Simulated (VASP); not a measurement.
# PdPt2Se6 (P-3m1) in VASP: single point with PBE

Aim: the single point of PdPt2Se6 with PBE.

Program: VASP 6.6.1. These are calculated values, not measurements. Logs are shortened: lines on timing, memory, paths and dates and some standing lists are left out, and cuts for length are marked.

### 1 The cell of the first run

It takes space group P-3m1 (No. 164, trigonal). The conventional cell has a = 3.750 Å, b = 3.750 Å, c = 18.866 Å, α = 90.00°, β = 90.00°, γ = 120.00°. Within 3.3 Å of Pd (site symmetry -3m) lie 6 Se at 2.53 Å. Pt (site symmetry 3m) has 6 Se at 2.53 Å within 3.3 Å. Se (site symmetry 3m) has 3 Pd at 2.53 Å within 3.3 Å. Se (site symmetry 3m) has 3 Pt at 2.53 Å within 3.3 Å. Se (site symmetry 3m) has 3 Pt at 2.53 Å within 3.3 Å.

### 2 Single point, PBE

The input, INCAR:

```
  PREC = Accurate
  ENCUT = 520
  EDIFF = 1E-6
  ISMEAR = 0
  SIGMA = 0.02
  LREAL = F
  LASPH = T
  NELM = 60
  ALGO = Normal
  ISIF = 2
  LWAVE = F
  LCHARG = F
  GGA = PE
  NBANDS = 43
```

The input, KPOINTS:

```
regular mesh
0
Gamma
  12 12 2
```

The input, POSCAR:

```
PdPt2Se6
1.0
    3.7500329730      0.0000000000      0.0000000000
   -1.8750164865      3.2476238197      0.0000000000
    0.0000000000      0.0000000000     18.8658997524
Pd Pt Se
1 2 6
Direct
    0.0000000000      0.0000000000      0.0000000000
    0.0000000000      0.0000000000      0.3290085574
    0.0000000000      0.0000000000      0.6709914426
    0.3333333333      0.6666666667      0.0690717445
    0.3333333333      0.6666666667      0.3983585748
    0.3333333333      0.6666666667      0.7402779842
    0.6666666667      0.3333333333      0.2597220158
    0.6666666667      0.3333333333      0.6016414252
    0.6666666667      0.3333333333      0.9309282555
```

Potentials or basis: VASP PAW PBE potentials, release 64 (Pd, Pt, Se).

The run is started by

```console
$ cat potpaw_PBE.64/Pd/POTCAR potpaw_PBE.64/Pt/POTCAR potpaw_PBE.64/Se/POTCAR > POTCAR
$ mpirun -np 1 vasp_std > vasp.out
```

OUTCAR:

```text
PREC = Accurate
   ENCUT = 520
   EDIFF = 1E-6
   ISMEAR = 0
   LREAL = F
   LASPH = T
   NELM = 60
   ISIF = 2
   GGA = PE

 ion  position               nearest neighbor table
   1  0.000  0.000  0.000-   4 2.53   9 2.53   9 2.53   4 2.53   9 2.53   4 2.53
   2  0.000  0.000  0.329-   7 2.53   7 2.53   7 2.53   5 2.53   5 2.53   5 2.53
   3  0.000  0.000  0.671-   6 2.53   6 2.53   6 2.53   8 2.53   8 2.53   8 2.53
   4  0.333  0.667  0.069-   1 2.53   1 2.53   1 2.53
   5  0.333  0.667  0.398-   2 2.53   2 2.53   2 2.53
   6  0.333  0.667  0.740-   3 2.53   3 2.53   3 2.53
   7  0.667  0.333  0.260-   2 2.53   2 2.53   2 2.53
   8  0.667  0.333  0.602-   3 2.53   3 2.53   3 2.53
   9  0.667  0.333  0.931-   1 2.53   1 2.53   1 2.53

  LATTYP: Found a hexagonal cell.
 ALAT       =     3.7500329730
 C/A-ratio  =     5.0308623653

  Lattice vectors:

 A1 = (   3.7500329730,   0.0000000000,   0.0000000000)
 A2 = (  -1.8750164865,   3.2476238197,   0.0000000000)
 A3 = (   0.0000000000,   0.0000000000,  18.8658997524)

Analysis of symmetry for initial positions (statically):
=====================================================================
 Subroutine PRICEL returns:
 Original cell was already a primitive cell.

 Routine SETGRP: Setting up the symmetry group for a
 hexagonal supercell.

 Subroutine GETGRP returns: Found 12 space group operations
 (whereof 12 operations were pure point group operations)
 out of a pool of 24 trial point group operations.

The static configuration has the point symmetry D_3d.

Analysis of symmetry for dynamics (positions and initial velocities):
=====================================================================
 Subroutine PRICEL returns:
 Original cell was already a primitive cell.

 Routine SETGRP: Setting up the symmetry group for a
 hexagonal supercell.

 Subroutine GETGRP returns: Found 12 space group operations
 (whereof 12 operations were pure point group operations)
 out of a pool of 24 trial point group operations.

The dynamic configuration has the point symmetry D_3d.

 Subroutine INISYM returns: Found 12 space group operations
 (whereof 12 operations are pure point group operations),
 and found     1 'primitive' translations

----------------------------------------------------------------------------------------

                                     Primitive cell

  volume of cell :     229.7621

  direct lattice vectors                    reciprocal lattice vectors
     3.750032973  0.000000000  0.000000000     0.266664322  0.153958718  0.000000000
    -1.875016487  3.247623820  0.000000000     0.000000000  0.307917436  0.000000000
     0.000000000  0.000000000 18.865899752     0.000000000  0.000000000  0.053005688

  length of vectors
     3.750032973  3.750032973 18.865899752     0.307917436  0.307917436  0.053005688

  position of ions in fractional coordinates (direct lattice)
     0.000000000  0.000000000  0.000000000
     0.000000000  0.000000000  0.329008557
     0.000000000  0.000000000  0.670991443
     0.333333333  0.666666667  0.069071745
     0.333333333  0.666666667  0.398358575
     0.333333333  0.666666667  0.740277984
     0.666666667  0.333333333  0.259722016
     0.666666667  0.333333333  0.601641425
     0.666666667  0.333333333  0.930928255

  ion indices of the primitive-cell ions
   primitive index   ion index
                 1           1
                 2           2
                 3           3
                 4           4
                 5           5
                 6           6
                 7           7
                 8           8
                 9           9

----------------------------------------------------------------------------------------

 KPOINTS: regular mesh

Automatic generation of k-mesh.
 Grid dimensions read from file:
 generate k-points for:   12   12    2

 Generating k-lattice:

  Cartesian coordinates                     Fractional coordinates (reciprocal lattice)
     0.022222027  0.012829893  0.000000000     0.083333333  0.000000000  0.000000000
     0.000000000  0.025659786  0.000000000     0.000000000  0.083333333  0.000000000
     0.000000000  0.000000000  0.026502844     0.000000000  0.000000000  0.500000000

  Length of vectors
     0.025659786  0.025659786  0.026502844

  Shift w.r.t. Gamma in fractional coordinates (k-lattice)
     0.000000000  0.000000000  0.000000000

 Subroutine IBZKPT returns following result:
 ===========================================

 Found     38 irreducible k-points:

 Following reciprocal coordinates:
            Coordinates               Weight
  0.000000  0.000000  0.000000      1.000000
  0.083333 -0.000000  0.000000      6.000000
  0.166667  0.000000  0.000000      6.000000
  0.250000 -0.000000  0.000000      6.000000
  0.333333  0.000000  0.000000      6.000000
  0.416667 -0.000000  0.000000      6.000000
[... 16 lines left out ...]
  0.250000 -0.000000  0.500000      6.000000
  0.333333  0.000000  0.500000      6.000000
 [... further k-points ...]
   k-points           NKPTS =     38   k-points in BZ     NKDIM =     38   number of bands    NBANDS=     43
   number of dos      NEDOS =    301   number of ions     NIONS =      9
   total plane-waves  NPLWV = 109760
   dimension x,y,z NGX =    28 NGY =   28 NGZ =  140
   dimension x,y,z NGXF=    56 NGYF=   56 NGZF=  280
   ions per type =               1   2   6
   NGX,Y,Z   is equivalent  to a cutoff of  12.41, 12.41, 12.34 a.u.
   NGXF,Y,Z  is equivalent  to a cutoff of  24.83, 24.83, 24.67 a.u.
 SYSTEM =  unknown system
   PREC   = accura    normal or accurate (medium, high low for compatibility)
   ISTART =      0    job   : 0-new  1-cont  2-samecut
   ICHARG =      2    charge: 1-file 2-atom 10-const
   ISPIN  =      1    spin polarized calculation?
   LNONCOLLINEAR =      F non collinear calculations
   LSORBIT =      F    spin-orbit coupling
   LASPH  =      T    aspherical Exc in radial PAW
   ENCUT  =  520.0 eV  38.22 Ry    6.18 a.u.   6.97  6.97 35.08*2*pi/ulx,y,z
   NELM   =     60;   NELMIN=  2; NELMDL= -5     # of ELM steps
   EDIFF  = 0.1E-05   stopping-criterion for ELM
   LREAL  =      F    real-space projection
   EDIFFG = 0.1E-04   stopping-criterion for IOM
   NSW    =      0    number of steps for IOM
   IBRION =     -1    ionic relax: 0-MD 1-quasi-New 2-CG
   NFREE  =      0    steps in history (QN), initial steepest desc. (CG)
   ISIF   =      2    stress and relaxation
   ISYM   =      2    0-nonsym 1-usesym 2-fastsym
   POTIM  = 0.5000    time-step for ionic-motion
   TEBEG  =    0.0;   TEEND  =   0.0 temperature during run
   PSTRESS=    0.0 pullay stress
   NELECT =      66.0000    total number of electrons
   NUPDOWN=      -1.0000    fix difference up-down
   EMIN   =  10.00;   EMAX   =-10.00  energy-range for DOS
   EFERMI =   0.00;   METHOD = LEGACY
   ISMEAR =     0;   SIGMA  =   0.02  broadening in eV -4-tet -1-fermi 0-gaus
   EFERMI_NEDOS =   21; number of points for ismear=-14 and -15
   IALGO  =     38    algorithm
   IMIX   =      4    mixing-type and parameters
     AMIX     =   0.40;   BMIX     =  1.00
     AMIX_MAG =   1.60;   BMIX_MAG =  1.00
  volume/ion in A,a.u.               =      25.53       172.28
  Fermi-wavevector in a.u.,A,eV,Ry     =   1.080181  2.041247 15.875167  1.166792
  Thomas-Fermi vector in A             =   2.216166
   LORBIT       =      0    0 simple, 1 ext, 2 COOP (PROOUT), +10 PAW based schemes
   GGA     = PE    functional components
   LHFCALC =     F    Hartree Fock is set to
   AEXX    =    0.0000 exact exchange contribution
   IVDW    =     0    specifies the selected vdW correction
   LEPSILON=     F    determine dielectric tensor
   LRPA    =     F    only Hartree local field effects (RPA)
 non-spin polarized calculation
 Gauss-broadening in eV      SIGMA  =   0.02
  energy-cutoff  :      520.00
  volume of cell :      229.76
 maximum number of plane-waves:      6237
 NGX is ok and might be reduce to    28
   NGX = 13   NGY = 13   NGZ = 71

 number of electron      65.9999995 magnetization

 Free energy of the ion-electron system (eV)
  ---------------------------------------------------
  ext. energy  EPLUGINS =         0.00000000
  ---------------------------------------------------
  free energy    TOTEN  =       -41.59802393 eV

  energy without entropy =      -41.59802393  energy(sigma->0) =      -41.59802393

 E-fermi :   3.5308     XC(G=0):  -9.1825

 val. band max:        3.4417650199   @ k =   0.0833   0.0833   0.0000
 cond. band min:       3.8520024321   @ k =   0.2500  -0.0000   0.0000
 fundamental gap:      0.4102374122
 Fermi energy:         3.5307694720

 k-point     1 :       0.0000    0.0000    0.0000
  band No.  band energies     occupation
      1     -10.9567      2.00000
      2     -10.9318      2.00000
      3     -10.4570      2.00000
      4      -9.2027      2.00000
      5      -9.1688      2.00000
      6      -8.9506      2.00000
[... 35 lines left out ...]
     42       8.4646      0.00000
     43       8.6208      0.00000

 k-point     2 :       0.0833   -0.0000    0.0000
  band No.  band energies     occupation
      1     -10.8846      2.00000
      2     -10.8599      2.00000
      3     -10.3947      2.00000
      4      -9.2073      2.00000
      5      -9.1739      2.00000
      6      -8.9504      2.00000
[... 35 lines left out ...]
     42       8.9067      0.00000
     43       8.9644      0.00000

 k-point     3 :       0.1667    0.0000    0.0000
  band No.  band energies     occupation
      1     -10.6774      2.00000
      2     -10.6532      2.00000
      3     -10.2162      2.00000
      4      -9.2213      2.00000
      5      -9.1899      2.00000
      6      -8.9510      2.00000
[... 35 lines left out ...]
     42       9.2932      0.00000
     43       9.6550      0.00000

 k-point     4 :       0.2500   -0.0000    0.0000
  band No.  band energies     occupation
      1     -10.3648      2.00000
      2     -10.3421      2.00000
      3      -9.9482      2.00000
      4      -9.2447      2.00000
      5      -9.2175      2.00000
      6      -8.9567      2.00000
[... 863 lines left out ...]
     42       9.3102      0.00000
     43       9.4374      0.00000

 k-point    23 :       0.2500   -0.0000    0.5000
  band No.  band energies     occupation
      1     -10.3638      2.00000
      2     -10.3432      2.00000
      3      -9.9479      2.00000
      4      -9.2509      2.00000
      5      -9.2110      2.00000
      6      -8.9572      2.00000
[... 35 lines left out ...]
     42       9.2714      0.00000
     43       9.7721      0.00000

 k-point    24 :       0.3333    0.0000    0.5000
  band No.  band energies     occupation
      1     -10.0029      2.00000
      2      -9.9848      2.00000
      3      -9.6380      2.00000
      4      -9.2790      2.00000
      5      -9.2529      2.00000
      6      -8.9769      2.00000
[... 35 lines left out ...]
     42       8.8434      0.00000
     43       9.6941      0.00000

 [... further k-points ...]

------------------------ aborting loop because EDIFF is reached ----------------------------------------

  FORCE on cell =-STRESS in cart. coord.  units (eV):
  Direction    XX          YY          ZZ          XY          YZ          ZX
  --------------------------------------------------------------------------------------
  -------------------------------------------------------------------------------------
  Total       -0.0621511     -0.0621511     -0.0205205     -0.0000000     -0.0000000      0.0000000
  in kB       -0.4333924     -0.4333924     -0.1430933     -0.0000000     -0.0000000      0.0000000
  external PRESSURE =      -0.3366260 kB  Pullay stress =       0.0000000 kB

 VOLUME and BASIS-vectors are now :
 -----------------------------------------------------------------------------
  energy-cutoff  :      520.00
  volume of cell :      229.76
      direct lattice vectors                 reciprocal lattice vectors
     3.750032973  0.000000000  0.000000000     0.266664322  0.153958718  0.000000000
    -1.875016487  3.247623820  0.000000000     0.000000000  0.307917436  0.000000000
     0.000000000  0.000000000 18.865899752     0.000000000  0.000000000  0.053005688

 POSITION                                       TOTAL-FORCE (eV/Angst)
 -----------------------------------------------------------------------------------
      0.00000      0.00000      0.00000         0.000000      0.000000     -0.000000
      0.00000      0.00000      6.20704         0.000000      0.000000     -0.000200
      0.00000      0.00000     12.65886         0.000000     -0.000000      0.000200
     -0.00000      2.16508      1.30310        -0.000000     -0.000000      0.000153
     -0.00000      2.16508      7.51539        -0.000000     -0.000000     -0.002058
     -0.00000      2.16508     13.96601        -0.000000      0.000000     -0.001852
      1.87502      1.08254      4.89989         0.000000     -0.000000      0.001852
      1.87502      1.08254     11.35051        -0.000000      0.000000      0.002058
      1.87502      1.08254     17.56280         0.000000      0.000000     -0.000153
 -----------------------------------------------------------------------------------
    total drift:                                0.000000     -0.000000      0.000000

  FREE ENERGIE OF THE ION-ELECTRON SYSTEM (eV)
  ---------------------------------------------------
  free  energy   TOTEN  =       -41.5980239276 eV

  energy  without entropy=      -41.5980239276  energy(sigma->0) =      -41.59802393
```

It took 6 min on 1 thread of Oxide Virtual Turin-like, shared host; peak memory 0.51 GiB.

Results:

| Item | Value |
| --- | --- |
| Free energy | -41.5980 eV |
| Pressure | 0.0 GPa |
| Band gap on the k mesh | 0.41 eV, indirect (least direct gap 0.74 eV) |

Forces on the atoms (eV/Å):
```
Pd   0.000  0.000  0.000
Pt   0.000  0.000  0.000
Pt   0.000  0.000  0.000
Se   0.000  0.000  0.000
Se   0.000  0.000 -0.002
Se   0.000  0.000 -0.002
Se   0.000  0.000  0.002
Se   0.000  0.000  0.002
Se   0.000  0.000  0.000
```

Caveat: spin-orbit coupling is left out, which moves the levels of the heavy elements; this functional lacks dispersion, which binds the layers, so the pressure and a relaxed spacing across them are unreliable. A k mesh can miss the band edges.
